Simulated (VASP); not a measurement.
# Al in VASP: a series of runs

The runs below take Al through single point, with PBEsol.

Everything below comes from runs of VASP 6.6.1. Logs are shortened: lines on timing, memory, paths and dates and some standing lists are left out, and cuts for length are marked.

## 1. The cell of the first run

Symmetry: P6_3/mmc, No. 194, hexagonal system. The conventional cell has a = 2.812 Å, b = 2.812 Å, c = 4.867 Å, α = 90.00°, β = 90.00°, γ = 120.00°. Al (site symmetry -6m2) has 12 Al at 2.81 to 2.93 Å within 3.7 Å.

This isn't the form of Al at room conditions, which is fcc.

## 2. Single point, PBEsol

The input, INCAR:

```
PREC     = Accurate       # precision mode
ENCUT    = 520            # plane-wave cutoff, eV
EDIFF    = 1E-6           # SCF threshold, eV
ISMEAR   = -1             # smearing method
SIGMA    = 0.1            # smearing width, eV
LREAL    = F              # projectors in reciprocal space
LASPH    = T              # aspherical terms in the spheres
NELM     = 100            # most SCF steps
ALGO     = Normal         # electronic algorithm
ISIF     = 2              # what is computed and relaxed
LWAVE    = F              # write WAVECAR
LCHARG   = F              # write CHGCAR
GGA      = PS             # functional
NBANDS   = 10             # bands
```

The input, KPOINTS:

```
regular mesh
0
Gamma
  14 14 7
```

The input, POSCAR:

```
Al
1.0
    2.8124600000      0.0000000000      0.0000000000
   -1.4062300000      2.4356600000      0.0000000000
    0.0000000000      0.0000000000      4.8668500000
Al
2
Direct
    0.6666666667      0.3333333333      0.7500000000
    0.3333333333      0.6666666667      0.2500000000
```

Potentials or basis: VASP PAW PBE potentials, release 64 (Al).

Launch:

```
> cat potpaw_PBE.64/Al/POTCAR > POTCAR
> mpirun -np 1 vasp_std > vasp.out
```

OUTCAR:

```text
PREC = Accurate
   ENCUT = 520
   EDIFF = 1E-6
   ISMEAR = -1
   LREAL = F
   LASPH = T
   NELM = 100
   ISIF = 2
   GGA = PS

 ion  position               nearest neighbor table
   1  0.667  0.333  0.750-   2 2.93   2 2.93   2 2.93   2 2.93   2 2.93   2 2.93
   2  0.333  0.667  0.250-   1 2.93   1 2.93   1 2.93   1 2.93   1 2.93   1 2.93

  LATTYP: Found a hexagonal cell.
 ALAT       =     2.8124600000
 C/A-ratio  =     1.7304601665

  Lattice vectors:

 A1 = (   2.8124600000,   0.0000000000,   0.0000000000)
 A2 = (  -1.4062300000,   2.4356600000,   0.0000000000)
 A3 = (   0.0000000000,   0.0000000000,   4.8668500000)

Analysis of symmetry for initial positions (statically):
=====================================================================
 Subroutine PRICEL returns:
 Original cell was already a primitive cell.

 Routine SETGRP: Setting up the symmetry group for a
 hexagonal supercell.

 Subroutine GETGRP returns: Found 24 space group operations
 (whereof 12 operations were pure point group operations)
 out of a pool of 24 trial point group operations.

The static configuration has the point symmetry D_3d.
 The point group associated with its full space group is D_6h.

Analysis of symmetry for dynamics (positions and initial velocities):
=====================================================================
 Subroutine PRICEL returns:
 Original cell was already a primitive cell.

 Routine SETGRP: Setting up the symmetry group for a
 hexagonal supercell.

 Subroutine GETGRP returns: Found 24 space group operations
 (whereof 12 operations were pure point group operations)
 out of a pool of 24 trial point group operations.

The dynamic configuration has the point symmetry D_3d.
 The point group associated with its full space group is D_6h.

 Subroutine INISYM returns: Found 24 space group operations
 (whereof 12 operations are pure point group operations),
 and found     1 'primitive' translations

----------------------------------------------------------------------------------------

                                     Primitive cell

  volume of cell :      33.3389

  direct lattice vectors                    reciprocal lattice vectors
     2.812460000  0.000000000  0.000000000     0.355560612  0.205283168  0.000000000
    -1.406230000  2.435660000  0.000000000     0.000000000  0.410566335  0.000000000
     0.000000000  0.000000000  4.866850000     0.000000000  0.000000000  0.205471712

  length of vectors
     2.812460000  2.812458435  4.866850000     0.410566107  0.410566335  0.205471712

  position of ions in fractional coordinates (direct lattice)
     0.666666667  0.333333333  0.750000000
     0.333333333  0.666666667  0.250000000

  ion indices of the primitive-cell ions
   primitive index   ion index
                 1           1
                 2           2

----------------------------------------------------------------------------------------

 KPOINTS: regular mesh

Automatic generation of k-mesh.
 Grid dimensions read from file:
 generate k-points for:   14   14    7

 Generating k-lattice:

  Cartesian coordinates                     Fractional coordinates (reciprocal lattice)
     0.025397187  0.014663083  0.000000000     0.071428571  0.000000000  0.000000000
     0.000000000  0.029326167  0.000000000     0.000000000  0.071428571  0.000000000
     0.000000000  0.000000000  0.029353102     0.000000000  0.000000000  0.142857143

  Length of vectors
     0.029326150  0.029326167  0.029353102

  Shift w.r.t. Gamma in fractional coordinates (k-lattice)
     0.000000000  0.000000000  0.000000000

 Subroutine IBZKPT returns following result:
 ===========================================

 Found     96 irreducible k-points:

 Following reciprocal coordinates:
            Coordinates               Weight
  0.000000  0.000000  0.000000      1.000000
  0.071429 -0.000000  0.000000      6.000000
  0.142857 -0.000000  0.000000      6.000000
  0.214286  0.000000  0.000000      6.000000
  0.285714 -0.000000  0.000000      6.000000
  0.357143 -0.000000  0.000000      6.000000
[... 16 lines left out ...]
  0.285714  0.285714  0.000000      6.000000
  0.357143  0.285714  0.000000      6.000000
 [... further k-points ...]
   k-points           NKPTS =     96   k-points in BZ     NKDIM =     96   number of bands    NBANDS=     10
   number of dos      NEDOS =    301   number of ions     NIONS =      2
   total plane-waves  NPLWV =  20736
   dimension x,y,z NGX =    24 NGY =   24 NGZ =   36
   dimension x,y,z NGXF=    48 NGYF=   48 NGZF=   72
   ions per type =               2
   NGX,Y,Z   is equivalent  to a cutoff of  14.19, 14.19, 12.30 a.u.
   NGXF,Y,Z  is equivalent  to a cutoff of  28.37, 28.37, 24.59 a.u.
 SYSTEM =  unknown system
   PREC   = accura    normal or accurate (medium, high low for compatibility)
   ISTART =      0    job   : 0-new  1-cont  2-samecut
   ICHARG =      2    charge: 1-file 2-atom 10-const
   ISPIN  =      1    spin polarized calculation?
   LNONCOLLINEAR =      F non collinear calculations
   LSORBIT =      F    spin-orbit coupling
   LASPH  =      T    aspherical Exc in radial PAW
   ENCUT  =  520.0 eV  38.22 Ry    6.18 a.u.   5.23  5.23  9.05*2*pi/ulx,y,z
   NELM   =    100;   NELMIN=  2; NELMDL= -5     # of ELM steps
   EDIFF  = 0.1E-05   stopping-criterion for ELM
   LREAL  =      F    real-space projection
   EDIFFG = 0.1E-04   stopping-criterion for IOM
   NSW    =      0    number of steps for IOM
   IBRION =     -1    ionic relax: 0-MD 1-quasi-New 2-CG
   NFREE  =      0    steps in history (QN), initial steepest desc. (CG)
   ISIF   =      2    stress and relaxation
   ISYM   =      2    0-nonsym 1-usesym 2-fastsym
   POTIM  = 0.5000    time-step for ionic-motion
   TEBEG  =    0.0;   TEEND  =   0.0 temperature during run
   PSTRESS=    0.0 pullay stress
   NELECT =       6.0000    total number of electrons
   NUPDOWN=      -1.0000    fix difference up-down
   EMIN   =  10.00;   EMAX   =-10.00  energy-range for DOS
   EFERMI =   0.00;   METHOD = LEGACY
   ISMEAR =    -1;   SIGMA  =   0.10  broadening in eV -4-tet -1-fermi 0-gaus
   EFERMI_NEDOS =   21; number of points for ismear=-14 and -15
   IALGO  =     38    algorithm
   IMIX   =      4    mixing-type and parameters
     AMIX     =   0.40;   BMIX     =  1.00
     AMIX_MAG =   1.60;   BMIX_MAG =  1.00
  volume/ion in A,a.u.               =      16.67       112.49
  Fermi-wavevector in a.u.,A,eV,Ry     =   0.924290  1.746655 11.623620  0.854312
  Thomas-Fermi vector in A             =   2.050020
   LORBIT       =      0    0 simple, 1 ext, 2 COOP (PROOUT), +10 PAW based schemes
   GGA     = PS    functional components
   LHFCALC =     F    Hartree Fock is set to
   AEXX    =    0.0000 exact exchange contribution
   IVDW    =     0    specifies the selected vdW correction
   LEPSILON=     F    determine dielectric tensor
   LRPA    =     F    only Hartree local field effects (RPA)
 non-spin polarized calculation
  energy-cutoff  :      520.00
  volume of cell :       33.34
 maximum number of plane-waves:       912
 NGX is ok and might be reduce to    24
   NGX = 11   NGY = 11   NGZ = 19

 number of electron       6.0000000 magnetization

 Free energy of the ion-electron system (eV)
  ---------------------------------------------------
  ext. energy  EPLUGINS =         0.00000000
  ---------------------------------------------------
  free energy    TOTEN  =        -8.12335710 eV

  energy without entropy =       -8.09965500  energy(sigma->0) =       -8.11150605

 E-fermi :   7.8168     XC(G=0): -10.2191

 val. band max:        7.8040230493   @ k =   0.2143   0.0000   0.2857
 cond. band min:       7.8446621489   @ k =   0.3571  -0.0000   0.4286
 fundamental gap:      0.0406390997
 Fermi energy:         7.8167931328

 k-point     1 :       0.0000    0.0000    0.0000
  band No.  band energies     occupation
      1      -3.2207      2.00000
      2       2.7822      2.00000
      3       3.0106      2.00000
      4      18.9774      0.00000
      5      19.2588      0.00000
      6      19.2588      0.00000
      7      19.4776      0.00000
      8      19.4776      0.00000
      9      20.2045      0.00000
     10      22.5509      0.00000

 k-point     2 :       0.0714   -0.0000    0.0000
  band No.  band energies     occupation
      1      -3.0935      2.00000
      2       2.9070      2.00000
      3       3.1293      2.00000
      4      16.9207      0.00000
      5      17.9580      0.00000
      6      18.7545      0.00000
      7      20.0252      0.00000
      8      20.2682      0.00000
      9      20.9753      0.00000
     10      22.1194      0.00000

 k-point     3 :       0.1429   -0.0000    0.0000
  band No.  band energies     occupation
      1      -2.7126      2.00000
      2       3.2791      2.00000
      3       3.4856      2.00000
      4      14.2019      0.00000
      5      16.7704      0.00000
      6      17.8646      0.00000
      7      19.1509      0.00000
      8      19.7956      0.00000
      9      20.9007      0.00000
     10      21.0144      0.00000

 k-point     4 :       0.2143    0.0000    0.0000
  band No.  band energies     occupation
      1      -2.0800      2.00000
      2       3.8915      2.00000
      3       4.0795      2.00000
      4      11.5777      0.00000
      5      15.7996      0.00000
      6      16.3660      0.00000
      7      17.3670      0.00000
      8      17.7263      0.00000
      9      20.6695      0.00000
     10      20.9501      0.00000
[... 222 lines left out ...]
 k-point    22 :       0.3571    0.2143    0.0000
  band No.  band energies     occupation
      1       2.8704      2.00000
      2       4.5435      2.00000
      3       7.6606      1.65323
      4       8.7533      0.00017
      5       8.9335      0.00003
      6      10.5831      0.00000
      7      10.9495      0.00000
      8      14.0038      0.00000
      9      14.0788      0.00000
     10      22.5373      0.00000

 k-point    23 :       0.2857    0.2857    0.0000
  band No.  band energies     occupation
      1       2.7503      2.00000
      2       5.9576      2.00000
      3       6.1480      2.00000
      4       8.6636      0.00042
      5       8.8359      0.00007
      6      11.6082      0.00000
      7      11.8857      0.00000
      8      12.7301      0.00000
      9      12.7912      0.00000
     10      24.7167      0.00000

 k-point    24 :       0.3571    0.2857    0.0000
  band No.  band energies     occupation
      1       4.2724      2.00000
      2       4.3522      2.00000
      3       5.9582      2.00000
      4       9.6677      0.00000
      5       9.8548      0.00000
      6      10.4918      0.00000
      7      11.0695      0.00000
      8      12.3310      0.00000
      9      12.3590      0.00000
     10      25.0857      0.00000

 [... further k-points ...]

------------------------ aborting loop because EDIFF is reached ----------------------------------------

  FORCE on cell =-STRESS in cart. coord.  units (eV):
  Direction    XX          YY          ZZ          XY          YZ          ZX
  --------------------------------------------------------------------------------------
  -------------------------------------------------------------------------------------
  Total       -0.1306139     -0.1306137     -0.5420916      0.0000000     -0.0000000      0.0000000
  in kB       -6.2769555     -6.2769461    -26.0514715      0.0000000     -0.0000000      0.0000000
  external PRESSURE =     -12.8684577 kB  Pullay stress =       0.0000000 kB

 VOLUME and BASIS-vectors are now :
 -----------------------------------------------------------------------------
  energy-cutoff  :      520.00
  volume of cell :       33.34
      direct lattice vectors                 reciprocal lattice vectors
     2.812460000  0.000000000  0.000000000     0.355560612  0.205283168  0.000000000
    -1.406230000  2.435660000  0.000000000     0.000000000  0.410566335  0.000000000
     0.000000000  0.000000000  4.866850000     0.000000000  0.000000000  0.205471712

 POSITION                                       TOTAL-FORCE (eV/Angst)
 -----------------------------------------------------------------------------------
      1.40623      0.81189      3.65014         0.000000     -0.000000      0.000000
     -0.00000      1.62377      1.21671        -0.000000      0.000000      0.000000
 -----------------------------------------------------------------------------------
    total drift:                                0.000000     -0.000000      0.000000

  FREE ENERGIE OF THE ION-ELECTRON SYSTEM (eV)
  ---------------------------------------------------
  free  energy   TOTEN  =        -8.1233570991 eV

  energy  without entropy=       -8.0996549994  energy(sigma->0) =       -8.11150605
```

Run time: 27 s. Hardware: 1 thread of Intel Xeon Platinum 8259CL at 2.50GHz (Skylake/Cascade Lake), shared host; peak memory 0.16 GiB.

Results:

```
Free energy            : -8.1234 eV
Pressure               : -1.3 GPa
Band gap on the k mesh : zero (bands 3 and 4 overlap by 5.32 eV)
```

Caveat: the PAW data sets were made with another functional, which shifts forces and pressure a little.

## 3. Single point, PBEsol

The input, INCAR:

```
SYSTEM = Al
  PREC = Accurate
  ENCUT = 520
  EDIFF = 1E-7
  ISMEAR = -1
  SIGMA = 0.1
  LREAL = .FALSE.
  LASPH = .TRUE.
  NELM = 100
  ALGO = Normal
  ISIF = 2
  LWAVE = .FALSE.
  LCHARG = .TRUE.
  GGA = PS
  LELF = .TRUE.
  LVHAR = .TRUE.
  NBANDS = 10
```

The input, KPOINTS:

```
regular mesh
0
G
  14 14 7
  0 0 0
```

The input, POSCAR:

```
Al
1.0
    2.8124600000     -0.0140623000     -0.0140623000
   -1.4184083000      2.4426911500     -0.0051471500
   -0.0243342500     -0.0243342500      4.8668500000
Al
2
Direct
    0.6666666667      0.3333333333      0.7500000000
    0.3333333333      0.6666666667      0.2500000000
```

Potentials or basis: VASP PAW PBE potentials, release 64 (Al).

Launch:

```
> cat potpaw_PBE.64/Al/POTCAR > POTCAR
> mpirun -np 1 vasp_std > vasp.out
```

Wall time 2.6 min (1 thread of Intel Xeon Platinum 8259CL at 2.50GHz (Skylake/Cascade Lake), shared host); peak memory 0.29 GiB.

Results (log left out):

| Quantity | Value |
| --- | --- |
| Free energy | -8.1226 eV |
| Pressure | -1.3 GPa |
| Band gap on the k mesh | zero (bands 3 and 4 overlap by 5.46 eV) |

Stress tensor (GPa, compression positive):
```
-0.63  0.47  0.11
 0.47 -0.62  0.10
 0.11  0.10 -2.56
```

Levels at points of the mesh, in eV from the Fermi level:
| k point | band 1 | band 2 | band 3 | band 4 | band 5 | band 6 | band 7 |
| --- | --- | --- | --- | --- | --- | --- | --- |
| (0.00, 0.00, 0.00) | -11.04 | -5.04 | -4.81 | 11.14 | 11.33 | 11.51 | 11.56 |
| (0.50, 0.00, 0.00) | -4.94 | -4.87 | 0.52 | 0.85 | 1.30 | 1.62 | 6.10 |
| (0.00, 0.50, 0.00) | -5.00 | -4.91 | 0.51 | 0.75 | 1.28 | 1.53 | 6.26 |
| (0.50, 0.50, 0.00) | -5.07 | -4.94 | 0.53 | 0.62 | 1.28 | 1.43 | 6.42 |

Caveat: the PAW data sets were made with another functional, which shifts forces and pressure a little.

(Continued in part 2 of 2.)
